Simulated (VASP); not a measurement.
# Sb in VASP: a series of runs, part 2 of 2

VASP 6.6.1. The steps go on from the part before.

## (3) Single point, PBE+D3(BJ) (layers slid over each other, then relaxed in part)

INCAR reads:

```
PREC = Accurate
ENCUT = 400
EDIFF = 1E-6
ISMEAR = 0
SIGMA = 0.05
LREAL = F
LASPH = T
NELM = 120
ALGO = Normal
ISIF = 2
LWAVE = F
LCHARG = F
LDIPOL = T
IDIPOL = 3
DIPOL = 0.5 0.5 0.387
GGA = PE
IVDW = 12
NBANDS = 38
GGA_COMPAT = F
NELMDL = -8
```

KPOINTS reads:

```
regular mesh
0
Gamma
  9 9 1
```

POSCAR reads:

```
Sb
1.0
    4.0686848921      0.0000000000      0.0000000000
   -2.0343424461      3.5235844766      0.0000000000
    0.0000000000      0.0000000000     20.8000277116
Sb
4
Direct
    0.3333333333      0.6666666667      0.2957591465
    0.6666666667      0.3333333333      0.2163458656
    0.1111111111      1.2222222222      0.5573445028
    0.4444444444      0.8888888889      0.4779326373
```

Potentials or basis: VASP PAW PBE potentials, release 64 (Sb_d_GW).

On the command line:

```
> cat potpaw_PBE.64/Sb_d_GW/POTCAR > POTCAR
> mpirun -np 1 vasp_std > vasp.out
```

Wall time 5.2 min (1 thread of AMD EPYC 7R43 (Zen 3), shared host); peak memory 0.38 GiB.

Results (log left out):

- Free energy: -17.4309 eV
- Largest force: 0.034 eV/Å
- Band gap on the k mesh: 0.86 eV (least direct gap 1.36 eV)
- Dispersion energy per atom: -0.292 eV

Forces in eV/Å, atoms in the order of the input:
```
Sb   0.000 -0.033 -0.006
Sb   0.000 -0.025  0.004
Sb   0.000  0.025 -0.004
Sb   0.000  0.033  0.006
```

Levels at points of the mesh, in eV from the valence-band top:
```csv
k point,band 26,band 27,band 28,band 29,band 30,band 31,band 32,band 33,band 34,band 35
"(0.00, 0.00, 0.00)",-0.18,-0.05,-0.03,-0.01,0.00,1.51,2.03,2.67,2.73,2.76
```

Caveat: the cell differs from its parent crystal (layers slid over each other, then relaxed in part); spin-orbit coupling is left out, which moves the levels of the heavy elements.

## (4) Relaxation of the atoms, PBE+D3(BJ) (layers slid over each other)

INCAR reads:

```
PREC = Accurate
ENCUT = 520
EDIFF = 1E-6
ISMEAR = 0
SIGMA = 0.05
LREAL = F
LASPH = T
NELM = 60
ALGO = Normal
ISIF = 2
LWAVE = F
LCHARG = F
LDIPOL = T
IDIPOL = 3
DIPOL = 0.5 0.5 0.385
GGA = PE
IVDW = 12
IBRION = 2
NSW = 40
EDIFFG = -0.003
```

KPOINTS reads:

```
Automatic mesh
0
Gamma
  9 9 1
```

POSCAR reads:

```
Sb
1.0
    4.0686848921      0.0000000000      0.0000000000
   -2.0343424461      3.5235844766      0.0000000000
    0.0000000000      0.0000000000     20.8000277116
Sb
4
Selective dynamics
Direct
    0.3333333333      0.6666666667      0.2957507377  F F T
    0.6666666667      0.3333333333      0.2163458656  F F F
    0.2222222222      1.1111111111      0.5546444312  F F T
    0.5555555556      0.7777777778      0.4752439226  F F T
```

Potentials or basis: VASP PAW PBE potentials, release 64 (Sb).

On the command line:

```
> cat potpaw_PBE.64/Sb/POTCAR > POTCAR
> mpirun -np 1 vasp_std > vasp.out
```

OUTCAR:

```text
PREC = Accurate
   ENCUT = 520
   EDIFF = 1E-6
   ISMEAR = 0
   LREAL = F
   LASPH = T
   NELM = 60
   ISIF = 2
   GGA = PE
   IVDW = 12
   IBRION = 2
   NSW = 40
   EDIFFG = -0.003
 IVDW          = 12

 ion  position               nearest neighbor table
   1  0.333  0.667  0.296-   2 2.87   2 2.87   2 2.87
   2  0.667  0.333  0.216-   1 2.87   1 2.87   1 2.87
   3  0.222  0.111  0.555-   4 2.87   4 2.87   4 2.87
   4  0.556  0.778  0.475-   3 2.87   3 2.87   3 2.87

  LATTYP: Found a hexagonal cell.
 ALAT       =     4.0686848921
 C/A-ratio  =     5.1122237930

  Lattice vectors:

 A1 = (   4.0686848921,   0.0000000000,   0.0000000000)
 A2 = (  -2.0343424461,   3.5235844766,   0.0000000000)
 A3 = (   0.0000000000,   0.0000000000,  20.8000277116)

Analysis of symmetry for initial positions (statically):
[... 437 lines left out ...]
     10      -0.0597      2.00000
     11       1.4113      0.00000
     12       1.9264      0.00000
     13       2.6308      0.00000
     14       2.6326      0.00000
[... 377 lines left out ...]
      1      -9.4111      2.00000
      2      -9.3269      2.00000
      3      -8.1198      2.00000
      4      -7.9993      2.00000
      5      -3.5208      2.00000
      6      -3.4628      2.00000
      7      -2.8076      2.00000
      8      -2.3383      2.00000
      9      -1.7948      2.00000
     10      -1.3360      2.00000
     11       1.3844      0.00000
     12       1.5902      0.00000
     13       2.4551      0.00000
     14       3.2107      0.00000

 [... further k-points ...]

------------------------ aborting loop because EDIFF is reached ----------------------------------------

 vacuum level on the upper side and lower side of the slab       (xc-potential included)        -0.134        -0.103

 Edisp (eV)   -1.16858

 E8    (eV) :    -0.5597

  FORCE on cell =-STRESS in cart. coord.  units (eV):
  Direction    XX          YY          ZZ          XY          YZ          ZX
  --------------------------------------------------------------------------------------
  -------------------------------------------------------------------------------------
  Total       0.04303    -0.08362    -0.02332     0.10969     0.13347     0.23117
  in kB       0.23121    -0.44930    -0.12529     0.58935     0.71711     1.24208
  external pressure =       -0.11 kB  Pullay stress =        0.00 kB
[... 19 lines left out ...]
  FREE ENERGIE OF THE ION-ELECTRON SYSTEM (eV)
  ---------------------------------------------------
  free  energy   TOTEN  =       -17.3393441606 eV

  energy  without entropy=      -17.3393441606  energy(sigma->0) =      -17.33934416

 reached required accuracy - stopping structural energy minimisation

 vacuum level on the upper side and lower side of the slab         4.500         4.541
```

Wall time 7.1 min (1 thread of Oxide Virtual Turin-like, shared host); peak memory 0.41 GiB.

Results:

```
Free energy                : -17.3393 eV
Energy gained by relaxing  : 0.3 meV/atom
Ionic steps                : 14
Band gap on the k mesh     : 0.82 eV (least direct gap 1.36 eV)
Dispersion energy per atom : -0.292 eV
```

The path:
```
step  energy change (eV)  largest force on free atoms (eV/Å)  pressure (GPa)
   1              0.0000                              0.0895            0.11
   2             -0.0005                              0.0368            0.06
   3             -0.0005                              0.0276            0.04
   4             -0.0005                              0.0270            0.04
   5             -0.0006                              0.0182            0.03
   6             -0.0006                              0.0129            0.03
   7             -0.0006                              0.0133            0.03
   8             -0.0007                              0.0137            0.03
   9             -0.0008                              0.0149            0.02
  10             -0.0010                              0.0170            0.02
  11             -0.0012                              0.0211            0.01
  12             -0.0012                              0.0372            0.00
  13             -0.0013                              0.0248            0.01
  14             -0.0013                              0.0013           -0.01
```

Final structure:
```
CELL_PARAMETERS angstrom
4.06868 0.00000 0.00000
-2.03434 3.52358 0.00000
0.00000 0.00000 20.80003
ATOMIC_POSITIONS crystal
Sb 0.33333 0.66667 0.29618
Sb 0.66667 0.33333 0.21635
Sb 0.22222 0.11111 0.55808
Sb 0.55556 0.77778 0.47823
```

Caveat: the cell differs from its parent crystal (layers slid over each other); spin-orbit coupling is left out, which moves the levels of the heavy elements.

## (5) Overview

```csv
task,potentials or basis,cell,cutoff (eV),atoms held fixed (from 0),gap on the mesh (eV),largest force (eV/Å)
single point,"VASP PAW PBE potentials, release 64 (Sb_d_GW)","a = 4.069, b = 4.069, c = 20.800 Å, angles 90.0, 90.0, 120.0°, 4 atoms, atomic positions A",400,-,0.85,0.03
single point,"VASP PAW PBE potentials, release 64 (Sb_d_GW)","a = 4.069, b = 4.069, c = 20.800 Å, angles 90.0, 90.0, 120.0°, 4 atoms, atomic positions B",400,-,0.86,0.03
relaxation of the atoms,"VASP PAW PBE potentials, release 64 (Sb)","atoms relaxed from a = 4.069, b = 4.069, c = 20.800 Å, angles 90.0, 90.0, 120.0°, 4 atoms, atomic positions C",520,[1],0.82,-
```

Alike in all rows: level PBE+D3(BJ); no spin polarisation; k mesh 9 × 9 × 1; smearing gaussian 0.05 eV.

Caveats: spin-orbit coupling is left out, which moves the levels of the heavy elements.

Absolute energies hang on the potentials; compare differences alone.
